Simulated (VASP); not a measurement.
**Ga16HO24 (a cell with a defect): single point with PBE**

Ga16HO24 (a cell with a defect):

```
Ga O H
1.0
    -4.82909   -1.54163   -5.71515
    -6.22706    4.62490   -0.00623
     1.39797    6.16653   -5.70892
Ga O H
16 24 1
Direct
  0.64734 0.66450 0.66120
  0.89786 0.40980 0.41793
  0.14415 0.17327 0.16153
  0.40137 0.91475 0.91265
  0.58230 0.09401 0.08653
  0.84653 0.83430 0.82228
  0.09855 0.57745 0.58937
  0.34566 0.32975 0.34311
  0.45883 0.71123 0.33337
  0.70615 0.45857 0.08035
  0.96431 0.21300 0.83026
  0.21220 0.96334 0.58086
  0.77998 0.03434 0.41888
  0.05884 0.78087 0.17991
  0.28079 0.53667 0.91772
  0.53431 0.28202 0.67272
  0.49936 0.48935 0.75792
  0.74768 0.23730 0.50842
  0.99783 0.99690 0.25629
  0.25208 0.74142 0.00391
  0.74964 0.24789 0.99680
  0.99832 0.00334 0.74797
  0.24432 0.75671 0.49515
  0.49240 0.50601 0.24494
  0.41480 0.93053 0.15205
  0.66249 0.68334 0.90459
  0.90853 0.43254 0.65286
  0.15777 0.18464 0.40256
  0.83366 0.81311 0.59540
  0.08791 0.56129 0.35238
  0.33088 0.31693 0.09728
  0.59223 0.06011 0.85221
  0.06831 0.59933 0.81802
  0.32100 0.34391 0.57351
  0.56830 0.09878 0.31714
  0.83303 0.83428 0.07987
  0.17626 0.14853 0.93295
  0.42611 0.89853 0.68168
  0.67644 0.64827 0.42800
  0.91733 0.40819 0.18185
  0.79563 0.72214 0.14316
```

* Program: VASP 6.6.1
* Task: single point
* Functional: PBE
* Potentials or basis: VASP PAW PBE potentials, release 64 (Ga_d, O, H)
* Cutoff: 520 eV
* k mesh: 2 × 2 × 2, shifted
* Occupations: gaussian, width 0.02 eV
* Spin: no spin polarisation

```json
{"Largest force": "0.089 eV/Å"}
```

Forces on the atoms (eV/Å):
```
Ga   0.006  0.002 -0.005
Ga   0.000  0.000  0.006
Ga   0.010  0.001  0.002
Ga   0.008  0.005  0.004
Ga  -0.007 -0.021 -0.028
Ga  -0.002  0.029 -0.027
Ga  -0.008  0.002  0.007
Ga  -0.005 -0.011  0.003
Ga  -0.006  0.004 -0.008
Ga  -0.004  0.004 -0.011
Ga  -0.004  0.003 -0.008
Ga  -0.008 -0.005 -0.010
Ga   0.012  0.002  0.008
Ga  -0.003  0.004  0.002
Ga   0.012  0.005  0.007
Ga   0.002 -0.003  0.011
O   -0.007 -0.002 -0.009
O   -0.005  0.001 -0.009
O   -0.006 -0.005  0.003
O    0.000  0.003 -0.002
O   -0.005  0.001  0.005
O    0.011  0.004  0.001
O    0.006 -0.003 -0.002
O    0.005 -0.006  0.007
O    0.008 -0.003  0.011
O    0.011 -0.004 -0.001
O    0.014  0.008  0.001
O    0.017 -0.004  0.001
O   -0.011 -0.011  0.003
O   -0.002  0.002  0.009
O   -0.020  0.011  0.003
O   -0.012 -0.004 -0.005
O    0.015  0.005 -0.018
O    0.020  0.002 -0.015
O    0.019 -0.005 -0.017
O   -0.061  0.011  0.022
O   -0.017 -0.002  0.021
O   -0.015  0.003  0.015
O   -0.027 -0.003  0.014
O   -0.028 -0.009  0.017
H    0.088 -0.013 -0.008
```

Levels at points of the mesh, in eV from the Fermi level:
```tsv
k point	band 172	band 173	band 174	band 175	band 176	band 177	band 178	band 179	band 180	band 181
(0.25, 0.25, 0.25)	-0.60	-0.42	-0.27	-0.23	-0.15	2.74	5.20	5.34	5.44	5.54
```

It took 7.3 min on 4 MPI ranks on Intel(R) Xeon(R) Platinum 8488C (Sapphire Rapids), on a shared host, peak memory 0.41 GiB a rank.

Caveat: the cell carries a net charge on a neutralising background, which shifts energy and pressure; the cell is charged against a uniform background, so pressure and absolute levels hang on convention.
